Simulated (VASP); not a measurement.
CdTe: single point with PBE

CdTe:

```
Cd Te
1.0
     0.00000    3.30963    3.30963
     3.30963    0.00000    3.30963
     3.30963    3.30963    0.00000
Cd Te
1 1
Direct
  0.00000 0.00000 0.00000
  0.25000 0.25000 0.25000
```

| Quantity | Value |
| --- | --- |
| Program | VASP 6.6.1 |
| Task | single point |
| Functional | PBE |
| Potentials or basis | VASP PAW PBE potentials, release 64 (Cd, Te) |
| Cutoff | 500 eV |
| k mesh | 10 × 10 × 10 |
| Occupations | gaussian, width 0.02 eV |
| Spin | no spin polarisation |

```
Pressure               : 0.1 GPa
Band gap on the k mesh : 0.58 eV
```

Levels at points of the mesh, in eV from the valence-band top:
```tsv
k point	band 6	band 7	band 8	band 9	band 10	band 11	band 12	band 13
(0.00, 0.00, 0.00)	-7.87	0.00	0.00	0.00	0.58	4.64	4.64	4.64
(0.50, 0.00, 0.00)	-7.57	-4.08	-0.69	-0.69	1.75	5.21	5.21	7.01
(0.50, 0.50, 0.00)	-7.45	-4.01	-1.66	-1.66	2.67	2.74	8.51	8.81
```

Wall time 51 s on 1 thread of Intel Xeon 8259CL (shared host), peak memory 0.2 GiB.

Caveat: semilocal functionals underestimate gaps, and a narrow one can read as zero; spin-orbit coupling is left out, which moves the levels of the heavy elements.
